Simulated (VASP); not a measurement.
# Cu in VASP: single point with PBEsol

Aim: the single point of Cu with PBEsol.

Everything below comes from runs of VASP 6.6.1. Logs are shortened: lines on timing, memory, paths and dates and some standing lists are left out, and cuts for length are marked.

### Step 1. The cell of the first run

The cell holds a molecule in a box, 1 atom: a = 15.000 Å, b = 15.500 Å, c = 16.000 Å, α = 90.00°, β = 90.00°, γ = 90.00°.

### Step 2. Single point, PBEsol, collinear spin

File INCAR:

```
SYSTEM = Cu
  PREC = Accurate
  ENCUT = 520
  EDIFF = 1E-7
  ISMEAR = 0
  SIGMA = 0.005
  LREAL = .False.
  LASPH = .True.
  NELM = 150
  ALGO = Normal
  ISIF = 2
  LWAVE = .False.
  LCHARG = .False.
  ISPIN = 2
  MAGMOM = 1
  LORBIT = 11
  LMAXMIX = 4
  GGA = PS
  NBANDS = 16
  ISYM = 0
```

File KPOINTS:

```
Automatic mesh
0
Gamma
  1 1 1
  0 0 0
```

File POSCAR:

```
Cu
1.0
   15.0000000000      0.0000000000      0.0000000000
    0.0000000000     15.5000000000      0.0000000000
    0.0000000000      0.0000000000     16.0000000000
Cu
1
Direct
    0.5000000000      0.5000000000      0.5000000000
```

Potentials or basis: VASP PAW PBE potentials, release 64 (Cu).

Command:

```console
cat potpaw_PBE.64/Cu/POTCAR > POTCAR
mpirun -np 1 vasp_gam > vasp.out
```

OUTCAR:

```text
SYSTEM = Cu
   PREC = Accurate
   ENCUT = 520
   EDIFF = 1E-7
   ISMEAR = 0
   LREAL = .False.
   LASPH = .True.
   NELM = 150
   ISIF = 2
   ISPIN = 2
   LORBIT = 11
   GGA = PS
   ISYM = 0

 ion  position               nearest neighbor table
   1  0.500  0.500  0.500-

IMPORTANT INFORMATION: All symmetrisations will be switched off!
NOSYMM: (Re-)initialisation of all symmetry stuff for point group C_1.

----------------------------------------------------------------------------------------

                                     Primitive cell

  volume of cell :    3720.0000

  direct lattice vectors                    reciprocal lattice vectors
    15.000000000  0.000000000  0.000000000     0.066666667  0.000000000  0.000000000
     0.000000000 15.500000000  0.000000000     0.000000000  0.064516129  0.000000000
     0.000000000  0.000000000 16.000000000     0.000000000  0.000000000  0.062500000

  length of vectors
    15.000000000 15.500000000 16.000000000     0.066666667  0.064516129  0.062500000

  position of ions in fractional coordinates (direct lattice)
     0.500000000  0.500000000  0.500000000

  ion indices of the primitive-cell ions
   primitive index   ion index
                 1           1

----------------------------------------------------------------------------------------

 KPOINTS: Automatic mesh

Automatic generation of k-mesh.
 Grid dimensions read from file:
 generate k-points for:    1    1    1

 Generating k-lattice:

  Cartesian coordinates                     Fractional coordinates (reciprocal lattice)
     0.066666667  0.000000000  0.000000000     1.000000000  0.000000000  0.000000000
     0.000000000  0.064516129  0.000000000     0.000000000  1.000000000  0.000000000
     0.000000000  0.000000000  0.062500000     0.000000000  0.000000000  1.000000000

  Length of vectors
     0.066666667  0.064516129  0.062500000

  Shift w.r.t. Gamma in fractional coordinates (k-lattice)
     0.000000000  0.000000000  0.000000000

 Subroutine IBZKPT returns following result:
 ===========================================

 Found      1 irreducible k-points:

 Following reciprocal coordinates:
            Coordinates               Weight
  0.000000  0.000000  0.000000      1.000000
   k-points           NKPTS =      1   k-points in BZ     NKDIM =      1   number of bands    NBANDS=     16
   number of dos      NEDOS =    301   number of ions     NIONS =      1
   total plane-waves  NPLWV = ******
   dimension x,y,z NGX =   112 NGY =  120 NGZ =  120
   dimension x,y,z NGXF=   224 NGYF=  240 NGZF=  240
   ions per type =               1
   NGX,Y,Z   is equivalent  to a cutoff of  12.41, 12.87, 12.47 a.u.
   NGXF,Y,Z  is equivalent  to a cutoff of  24.83, 25.74, 24.94 a.u.
 SYSTEM =  Cu
   PREC   = accura    normal or accurate (medium, high low for compatibility)
   ISTART =      0    job   : 0-new  1-cont  2-samecut
   ICHARG =      2    charge: 1-file 2-atom 10-const
   ISPIN  =      2    spin polarized calculation?
   LNONCOLLINEAR =      F non collinear calculations
   LSORBIT =      F    spin-orbit coupling
   LASPH  =      T    aspherical Exc in radial PAW
   ENCUT  =  520.0 eV  38.22 Ry    6.18 a.u.  27.89 28.82 29.75*2*pi/ulx,y,z
   NELM   =    150;   NELMIN=  2; NELMDL= -5     # of ELM steps
   EDIFF  = 0.1E-06   stopping-criterion for ELM
   LREAL  =      F    real-space projection
   EDIFFG = 0.1E-05   stopping-criterion for IOM
   NSW    =      0    number of steps for IOM
   IBRION =     -1    ionic relax: 0-MD 1-quasi-New 2-CG
   NFREE  =      0    steps in history (QN), initial steepest desc. (CG)
   ISIF   =      2    stress and relaxation
   ISYM   =      0    0-nonsym 1-usesym 2-fastsym
   POTIM  = 0.5000    time-step for ionic-motion
   TEBEG  =    0.0;   TEEND  =   0.0 temperature during run
   PSTRESS=    0.0 pullay stress
   NELECT =      11.0000    total number of electrons
   NUPDOWN=      -1.0000    fix difference up-down
   EMIN   =  10.00;   EMAX   =-10.00  energy-range for DOS
   EFERMI =   0.00;   METHOD = LEGACY
   ISMEAR =     0;   SIGMA  =   0.01  broadening in eV -4-tet -1-fermi 0-gaus
   EFERMI_NEDOS =   21; number of points for ismear=-14 and -15
   IALGO  =     38    algorithm
   IMIX   =      4    mixing-type and parameters
     AMIX     =   0.40;   BMIX     =  1.00
     AMIX_MAG =   1.60;   BMIX_MAG =  1.00
  volume/ion in A,a.u.               =    3720.00     25103.80
  Fermi-wavevector in a.u.,A,eV,Ry     =   0.234977  0.444042  0.751233  0.055214
  Thomas-Fermi vector in A             =   1.033633
   LORBIT       =     11    0 simple, 1 ext, 2 COOP (PROOUT), +10 PAW based schemes
   GGA     = PS    functional components
   LHFCALC =     F    Hartree Fock is set to
   AEXX    =    0.0000 exact exchange contribution
   IVDW    =     0    specifies the selected vdW correction
   LEPSILON=     F    determine dielectric tensor
   LRPA    =     F    only Hartree local field effects (RPA)
 spin polarized calculation
 Gauss-broadening in eV      SIGMA  =   0.01
  energy-cutoff  :      520.00
  volume of cell :     3720.00
 maximum number of plane-waves:     50071
 NGX is ok and might be reduce to   112
   NGX = 55   NGY = 57   NGZ = 59

 number of electron      11.0000011 magnetization       1.0000000

 Free energy of the ion-electron system (eV)
  ---------------------------------------------------
  ext. energy  EPLUGINS =         0.00000000
  ---------------------------------------------------
  free energy    TOTEN  =        -0.27684039 eV

  energy without entropy =       -0.27684039  energy(sigma->0) =       -0.27684039

 E-fermi :  -4.8093     XC(G=0):  -0.2227

 val. band max:       -4.8467522107   @ k =   0.0000   0.0000   0.0000
 cond. band min:      -3.9335262644   @ k =   0.0000   0.0000   0.0000
 fundamental gap:      0.9132259463
 Fermi energy:        -4.8092643325

 spin component 1

 k-point     1 :       0.0000    0.0000    0.0000
  band No.  band energies     occupation
      1      -5.0121      1.00000
      2      -5.0121      1.00000
      3      -5.0121      1.00000
      4      -5.0121      1.00000
      5      -5.0121      1.00000
      6      -4.9904      1.00000
[... 8 lines left out ...]
     15       0.6556      0.00000
     16       0.6971      0.00000
 Fermi energy:        -4.8092643325

 spin component 2

 k-point     1 :       0.0000    0.0000    0.0000
  band No.  band energies     occupation
      1      -4.8468      1.00000
      2      -4.8468      1.00000
      3      -4.8468      1.00000
      4      -4.8468      1.00000
      5      -4.8468      1.00000
      6      -3.9335      0.00000
[... 8 lines left out ...]
     15       0.7801      0.00000
     16       0.8175      0.00000

------------------------ aborting loop because EDIFF is reached ----------------------------------------

  FORCE on cell =-STRESS in cart. coord.  units (eV):
  Direction    XX          YY          ZZ          XY          YZ          ZX
  --------------------------------------------------------------------------------------
  -------------------------------------------------------------------------------------
  Total       -0.0089202     -0.0054443     -0.0083941      0.0000001      0.0000001     -0.0000002
  in kB       -0.0038419     -0.0023448     -0.0036153      0.0000001      0.0000000     -0.0000001
  external PRESSURE =      -0.0032673 kB  Pullay stress =       0.0000000 kB

 VOLUME and BASIS-vectors are now :
 -----------------------------------------------------------------------------
  energy-cutoff  :      520.00
  volume of cell :     3720.00
      direct lattice vectors                 reciprocal lattice vectors
    15.000000000  0.000000000  0.000000000     0.066666667  0.000000000  0.000000000
     0.000000000 15.500000000  0.000000000     0.000000000  0.064516129  0.000000000
     0.000000000  0.000000000 16.000000000     0.000000000  0.000000000  0.062500000

 POSITION                                       TOTAL-FORCE (eV/Angst)
 -----------------------------------------------------------------------------------
      7.50000      7.75000      8.00000        -0.000000     -0.000000      0.000000
 -----------------------------------------------------------------------------------
    total drift:                               -0.000000     -0.000000      0.000000

  FREE ENERGIE OF THE ION-ELECTRON SYSTEM (eV)
  ---------------------------------------------------
  free  energy   TOTEN  =        -0.2768403915 eV

  energy  without entropy=       -0.2768403915  energy(sigma->0) =       -0.27684039

 total charge

# of ion       s       p       d       tot
------------------------------------------
    1        0.353   0.000   9.433   9.786

 magnetization (x)

# of ion       s       p       d       tot
------------------------------------------
    1        0.353   0.000  -0.045   0.308
```

Wall time 19 min (1 thread of Intel Xeon Platinum 8259CL at 2.50GHz (Skylake/Cascade Lake), shared host); peak memory 3.4 GiB.

What came out:

```
Free energy                                           : -0.2768 eV
Gap between the frontier levels                       : 0.91 eV
Net moment                                            : 1.00 μB per cell
Site moments                                          : Cu +0.31 μB
Valence electrons inside the program's atomic spheres : Cu 9.79
```

Levels at points of the mesh, in eV from the valence-band top:
Spin up:
```tsv
k point	band 2	band 3	band 4	band 5	band 6	band 7	band 8	band 9	band 10	band 11
(0.00, 0.00, 0.00)	-0.17	-0.17	-0.17	-0.17	-0.14	3.98	3.98	3.98	4.73	5.35
```
Spin down:
```tsv
k point	band 2	band 3	band 4	band 5	band 6	band 7	band 8	band 9
(0.00, 0.00, 0.00)	0.00	0.00	0.00	0.00	0.91	4.78	4.78	4.78
```

Caveat: the PAW data sets were made with another functional, which shifts forces and pressure a little.
